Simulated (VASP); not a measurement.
# Li7Sb (Amm2) in VASP: relaxation of shape and atoms at fixed volume with PBE

Aim: the relaxation of shape and atoms at fixed volume of Li7Sb with PBE.

Program: VASP 6.6.1. These are calculated values, not measurements. Logs are shortened: lines on timing, memory, paths and dates and some standing lists are left out, and cuts for length are marked.

**1. The cell of the first run**

It takes space group Amm2 (No. 38, orthorhombic). The conventional cell has a = 4.568 Å, b = 9.555 Å, c = 6.876 Å, α = 90.00°, β = 90.00°, γ = 90.00°. Li (site symmetry m) has 12 Li at 2.88 to 3.44 Å and 2 Sb at 2.94 Å within 3.8 Å. Li (site symmetry mm2) has 12 Li at 2.77 to 3.59 Å and 2 Sb at 3.42 to 3.46 Å within 3.7 Å. Within 3.6 Å of Li (site symmetry m) lie 12 Li at 2.74 to 3.59 Å and 2 Sb at 3.05 Å. Li (site symmetry mm2) has 12 Li at 2.74 to 3.71 Å and 2 Sb at 2.95 Å within 3.8 Å. Li (site symmetry mm2) has 12 Li at 2.74 to 3.71 Å and 2 Sb at 2.94 Å within 3.8 Å. Within 3.9 Å of Sb (site symmetry mm2) lie 14 Li at 2.94 to 3.46 Å.

**2. Relaxation of shape and atoms at fixed volume, PBE (18.76 Å³/atom)**

File INCAR:

```
SYSTEM = Li7Sb
ALGO = Fast ; EDIFF = 1E-6
EDIFFG = -0.01 ; ENCUT = 600
GGA = PE ; IBRION = 2
ISIF = 4 ; ISMEAR = 0
LASPH = .True. ; LCHARG = .False.
LREAL = .False. ; LWAVE = .False.
NELM = 100 ; NSW = 50
PREC = Accurate ; SIGMA = 0.1
```

File KPOINTS:

```
k-points
0
Gamma
  8 8 8
  0 0 0
```

File POSCAR:

```
Li7Sb
1.0
    4.5684173023      0.0000000000      0.0000000000
    0.0000000000      4.7774824826      3.4377721994
    0.0000000000     -4.7774824826      3.4377721994
Li Sb
7 1
Direct
    0.5000000000      0.0424389622      0.5411176318
    0.5000000000      0.5411176318      0.0424389622
    0.5000000000      0.5436666597      0.5436666597
    0.0000000000      0.2519112938      0.8303953836
    0.0000000000      0.3110801177      0.3110801177
    0.0000000000      0.7716884339      0.7716884339
    0.0000000000      0.8303953836      0.2519112938
    0.5000000000      0.0406606189      0.0406606189
```

Potentials or basis: VASP PAW PBE potentials, release 64 (Li_sv, Sb).

Started as:

```console
cat potpaw_PBE.64/Li_sv/POTCAR potpaw_PBE.64/Sb/POTCAR > POTCAR
mpirun -np 1 vasp_std > vasp.out
```

OUTCAR:

```text
SYSTEM = Li7Sb
   EDIFF = 1E-6
   EDIFFG = -0.01
   ENCUT = 600
   GGA = PE
   IBRION = 2
   ISIF = 4
   ISMEAR = 0
   LASPH = .True.
   LREAL = .False.
   NELM = 100
   NSW = 50
   PREC = Accurate

 ion  position               nearest neighbor table
   1  0.500  0.042  0.541-   8 2.94   8 2.94
   2  0.500  0.541  0.042-   8 2.94   8 2.94
   3  0.500  0.544  0.544-
   4  0.000  0.252  0.830-   8 3.05   8 3.05
   5  0.000  0.311  0.311-   8 2.95   8 2.95
   6  0.000  0.772  0.772-   8 2.94   8 2.94
   7  0.000  0.830  0.252-   8 3.05   8 3.05
   8  0.500  0.041  0.041-   6 2.94   6 2.94   2 2.94   1 2.94   1 2.94   2 2.94   5 2.95   5 2.95
                             4 3.05   4 3.05   7 3.05   7 3.05

  LATTYP: Found a base centered orthorhombic cell.
 ALAT       =     6.8755443988
 B/A-ratio  =     1.3897030418
 C/A-ratio  =     0.6644444479

  Lattice vectors:

 A1 = (   0.0000000000,   4.7774824826,   3.4377721994)
 A2 = (   0.0000000000,  -4.7774824826,   3.4377721994)
 A3 = (   4.5684173023,   0.0000000000,   0.0000000000)

Analysis of symmetry for initial positions (statically):
=====================================================================
 Subroutine PRICEL returns:
 Original cell was already a primitive cell.

 Routine SETGRP: Setting up the symmetry group for a
 base centered orthorhombic supercell.

 Subroutine GETGRP returns: Found  4 space group operations
 (whereof  4 operations were pure point group operations)
 out of a pool of  8 trial point group operations.

The static configuration has the point symmetry C_2v.

Analysis of symmetry for dynamics (positions and initial velocities):
=====================================================================
 Subroutine PRICEL returns:
 Original cell was already a primitive cell.

 Routine SETGRP: Setting up the symmetry group for a
 base centered orthorhombic supercell.

 Subroutine GETGRP returns: Found  4 space group operations
 (whereof  4 operations were pure point group operations)
 out of a pool of  8 trial point group operations.

The dynamic configuration has the point symmetry C_2v.

 Subroutine INISYM returns: Found  4 space group operations
 (whereof  4 operations are pure point group operations),
 and found     1 'primitive' translations

----------------------------------------------------------------------------------------

                                     Primitive cell

  volume of cell :     150.0624

  direct lattice vectors                    reciprocal lattice vectors
     4.568417302  0.000000000  0.000000000     0.218894189  0.000000000  0.000000000
     0.000000000  4.777482483  3.437772199     0.000000000  0.104657631  0.145443029
     0.000000000 -4.777482483  3.437772199     0.000000000 -0.104657631  0.145443029

  length of vectors
     4.568417302  5.885797870  5.885797870     0.218894189  0.179183968  0.179183968

  position of ions in fractional coordinates (direct lattice)
     0.500000000  0.042438962  0.541117632
     0.500000000  0.541117632  0.042438962
     0.500000000  0.543666660  0.543666660
     0.000000000  0.251911294  0.830395384
     0.000000000  0.311080118  0.311080118
     0.000000000  0.771688434  0.771688434
     0.000000000  0.830395384  0.251911294
     0.500000000  0.040660619  0.040660619

  ion indices of the primitive-cell ions
   primitive index   ion index
                 1           1
                 2           2
                 3           3
                 4           4
                 5           5
                 6           6
                 7           7
                 8           8

----------------------------------------------------------------------------------------

 KPOINTS: k-points

Automatic generation of k-mesh.
 Grid dimensions read from file:
 generate k-points for:    8    8    8

 Generating k-lattice:

  Cartesian coordinates                     Fractional coordinates (reciprocal lattice)
     0.027361774  0.000000000  0.000000000     0.125000000  0.000000000  0.000000000
     0.000000000  0.013082204  0.018180379     0.000000000  0.125000000  0.000000000
     0.000000000 -0.013082204  0.018180379     0.000000000  0.000000000  0.125000000

  Length of vectors
     0.027361774  0.022397996  0.022397996

  Shift w.r.t. Gamma in fractional coordinates (k-lattice)
     0.000000000  0.000000000  0.000000000

 Subroutine IBZKPT returns following result:
 ===========================================

 Found    105 irreducible k-points:

 Following reciprocal coordinates:
            Coordinates               Weight
  0.000000  0.000000  0.000000      1.000000
  0.125000  0.000000  0.000000      2.000000
  0.250000  0.000000  0.000000      2.000000
  0.375000  0.000000  0.000000      2.000000
  0.500000  0.000000  0.000000      1.000000
  0.000000  0.125000  0.000000      4.000000
[... 16 lines left out ...]
  0.250000  0.500000  0.000000      4.000000
  0.375000  0.500000  0.000000      4.000000
 [... further k-points ...]
   k-points           NKPTS =    105   k-points in BZ     NKDIM =    105   number of bands    NBANDS=     18
   number of dos      NEDOS =    301   number of ions     NIONS =      8
   total plane-waves  NPLWV =  82944
   dimension x,y,z NGX =    36 NGY =   48 NGZ =   48
   dimension x,y,z NGXF=    72 NGYF=   96 NGZF=   96
   ions per type =               7   1
   NGX,Y,Z   is equivalent  to a cutoff of  13.10, 13.56, 13.56 a.u.
   NGXF,Y,Z  is equivalent  to a cutoff of  26.20, 27.12, 27.12 a.u.
 SYSTEM =  Li7Sb
   PREC   = accura    normal or accurate (medium, high low for compatibility)
   ISTART =      0    job   : 0-new  1-cont  2-samecut
   ICHARG =      2    charge: 1-file 2-atom 10-const
   ISPIN  =      1    spin polarized calculation?
   LNONCOLLINEAR =      F non collinear calculations
   LSORBIT =      F    spin-orbit coupling
   LASPH  =      T    aspherical Exc in radial PAW
   ENCUT  =  600.0 eV  44.10 Ry    6.64 a.u.   9.12 11.76 11.76*2*pi/ulx,y,z
   NELM   =    100;   NELMIN=  2; NELMDL= -5     # of ELM steps
   EDIFF  = 0.1E-05   stopping-criterion for ELM
   LREAL  =      F    real-space projection
   EDIFFG = -.1E-01   stopping-criterion for IOM
   NSW    =     50    number of steps for IOM
   IBRION =      2    ionic relax: 0-MD 1-quasi-New 2-CG
   NFREE  =      1    steps in history (QN), initial steepest desc. (CG)
   ISIF   =      4    stress and relaxation
   ISYM   =      2    0-nonsym 1-usesym 2-fastsym
   POTIM  = 0.5000    time-step for ionic-motion
   TEBEG  =    0.0;   TEEND  =   0.0 temperature during run
   PSTRESS=    0.0 pullay stress
   NELECT =      26.0000    total number of electrons
   NUPDOWN=      -1.0000    fix difference up-down
   EMIN   =  10.00;   EMAX   =-10.00  energy-range for DOS
   EFERMI =   0.00;   METHOD = LEGACY
   ISMEAR =     0;   SIGMA  =   0.10  broadening in eV -4-tet -1-fermi 0-gaus
   EFERMI_NEDOS =   21; number of points for ismear=-14 and -15
   IALGO  =     68    algorithm
   IMIX   =      4    mixing-type and parameters
     AMIX     =   0.40;   BMIX     =  1.00
     AMIX_MAG =   1.60;   BMIX_MAG =  1.00
  volume/ion in A,a.u.               =      18.76       126.58
  Fermi-wavevector in a.u.,A,eV,Ry     =   0.912659  1.724676 11.332929  0.832947
  Thomas-Fermi vector in A             =   2.037081
   LORBIT       =      0    0 simple, 1 ext, 2 COOP (PROOUT), +10 PAW based schemes
   GGA     = PE    functional components
   LHFCALC =     F    Hartree Fock is set to
   AEXX    =    0.0000 exact exchange contribution
   IVDW    =     0    specifies the selected vdW correction
   LEPSILON=     F    determine dielectric tensor
   LRPA    =     F    only Hartree local field effects (RPA)
 conjugate gradient relaxation of ions
 non-spin polarized calculation
 RMM-DIIS sequential band-by-band and
 Gauss-broadening in eV      SIGMA  =   0.10
  energy-cutoff  :      600.00
  volume of cell :      150.06
 maximum number of plane-waves:      5034
   NGX = 19   NGY = 23   NGZ = 23

--------------------------------------- Ionic step        1  -------------------------------------------

 number of electron      26.0000048 magnetization

 Free energy of the ion-electron system (eV)
  ---------------------------------------------------
  ext. energy  EPLUGINS =         0.00000000
  ---------------------------------------------------
  free energy    TOTEN  =       -19.71053793 eV

  energy without entropy =      -19.70018685  energy(sigma->0) =      -19.70536239

------------------------ aborting loop because EDIFF is reached ----------------------------------------

  FORCE on cell =-STRESS in cart. coord.  units (eV):
  Direction    XX          YY          ZZ          XY          YZ          ZX
  --------------------------------------------------------------------------------------
  -------------------------------------------------------------------------------------
  Total       -0.6940829     -0.6754640     -0.6277698      0.0000000      0.0000000      0.0000000
  in kB       -7.4105418     -7.2117531     -6.7025337      0.0000000      0.0000000      0.0000000
  external PRESSURE =      -7.1082762 kB  Pullay stress =       0.0000000 kB
[... 69 lines left out ...]
  energy  without entropy=      -19.7002157783  energy(sigma->0) =      -19.70539844

--------------------------------------- Ionic step        3  -------------------------------------------

 number of electron      26.0000049 magnetization

 Free energy of the ion-electron system (eV)
  ---------------------------------------------------
  ext. energy  EPLUGINS =         0.00000000
  ---------------------------------------------------
  free energy    TOTEN  =       -19.71067153 eV

  energy without entropy =      -19.70026591  energy(sigma->0) =      -19.70546872

 E-fermi :   2.3809     XC(G=0):  -7.8586

 val. band max:        2.3698159002   @ k =   0.5000  -0.2500   0.2500
 cond. band min:       2.3830247215   @ k =   0.3750   0.5000   0.5000
 fundamental gap:      0.0132088212
 Fermi energy:         2.3808742140

 k-point     1 :       0.0000    0.0000    0.0000
  band No.  band energies     occupation
      1     -44.5149      2.00000
      2     -44.2041      2.00000
      3     -44.2015      2.00000
      4     -44.0798      2.00000
      5     -44.0743      2.00000
      6     -44.0520      2.00000
[... 10 lines left out ...]
     17       5.3901      0.00000
     18       6.6353      0.00000
[... 466 lines left out ...]
      2     -44.2024      2.00000
      3     -44.2023      2.00000
      4     -44.0788      2.00000
      5     -44.0749      2.00000
      6     -44.0536      2.00000
[... 10 lines left out ...]
     17       4.5761      0.00000
     18       5.7581      0.00000

 [... further k-points ...]

------------------------ aborting loop because EDIFF is reached ----------------------------------------

  FORCE on cell =-STRESS in cart. coord.  units (eV):
  Direction    XX          YY          ZZ          XY          YZ          ZX
  --------------------------------------------------------------------------------------
  -------------------------------------------------------------------------------------
  Total       -0.6818875     -0.6643354     -0.6284770      0.0000000      0.0000000      0.0000000
  in kB       -7.2803345     -7.0929355     -6.7100849      0.0000000      0.0000000      0.0000000
  external PRESSURE =      -7.0277849 kB  Pullay stress =       0.0000000 kB
[... 23 lines left out ...]
  FREE ENERGIE OF THE ION-ELECTRON SYSTEM (eV)
  ---------------------------------------------------
  free  energy   TOTEN  =       -19.7106715335 eV

  energy  without entropy=      -19.7002659099  energy(sigma->0) =      -19.70546872

 reached required accuracy - stopping structural energy minimisation
```

Run time: 21 min. Hardware: 1 thread of Intel Xeon 8259CL, shared host; peak memory 0.49 GiB.

What came out:

- Free energy: -19.7107 eV
- Energy gained by relaxing: 0.0 meV/atom
- Ionic steps: 3
- Pressure after relaxing: -0.7 GPa
- Largest force after relaxing: 0.007 eV/Å
- Band gap on the k mesh: zero (bands 13 and 14 overlap by 1.35 eV)

Forces in eV/Å, atoms in the order of the input:
```
Li   0.000 -0.001 -0.001
Li   0.000  0.001 -0.001
Li   0.000  0.000 -0.001
Li   0.000 -0.005  0.001
Li   0.000  0.000 -0.007
Li   0.000  0.000  0.007
Li   0.000  0.005  0.001
Sb   0.000  0.000  0.000
```

Step by step:
```csv
step,energy change (eV),largest force (eV/Å),pressure (GPa),volume (Å³)
1,0.0000,0.0141,-0.71,150.06
2,0.0000,0.0117,-0.71,150.06
3,-0.0001,0.0075,-0.70,150.06
```

Final structure:
```
Li Sb
1.0
     4.56530    0.00000    0.00000
     0.00000    4.77637    3.44092
     0.00000   -4.77637    3.44092
Li Sb
7 1
Direct
  0.50000 0.04240 0.54112
  0.50000 0.54112 0.04240
  0.50000 0.54364 0.54364
  0.00000 0.25175 0.83062
  0.00000 0.31073 0.31073
  0.00000 0.77208 0.77208
  0.00000 0.83062 0.25175
  0.50000 0.04062 0.04062
```

Caveat: the cutoff is under 1.25 times the usual one of these potentials, so pressure, stress and relaxed cells hold a basis-set (Pulay) error; spin-orbit coupling is left out, which moves the levels of the heavy elements.
